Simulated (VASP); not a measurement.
Runs of VASP 6.6.1 on Li2Se. Symmetry: Fm-3m, No. 225, cubic system. Conventional cell: a = 5.987 Å, b = 5.987 Å, c = 5.987 Å, α = 90.00°, β = 90.00°, γ = 90.00°. Li (site symmetry -43m) has 4 Se at 2.59 Å and 6 Li at 2.99 Å within 3.4 Å. Se (site symmetry m-3m) has 8 Li at 2.59 Å within 3.4 Å. 

```csv
level,k mesh,cutoff (eV),grid for exact exchange (PRECFOCK),share of exact exchange,screening parameter,gap on the mesh (eV),pressure (GPa)
r2SCAN,6 × 6 × 6,830,-,-,-,3.46,-0.2
PBE,8 × 8 × 8,750,-,-,-,2.97,0.3
HSE06,6 × 6 × 6,650,Normal,0.25,0.2079 1/Å,(a),-0.5
PBE,6 × 6 × 6,750,-,-,-,2.97,0.3
```

Alike in all rows: task single point; potentials or basis VASP PAW PBE potentials, release 64 (Li_sv, Se); no spin polarisation; cell as given; smearing gaussian 0.01 eV.

Estimate the missing entries.

(a) 3.83.

Caveats: the PAW data sets were made with another functional, which shifts forces and pressure a little (at least some runs).

A k mesh can miss the band edges, and the runs leave out spin-orbit coupling on Se.
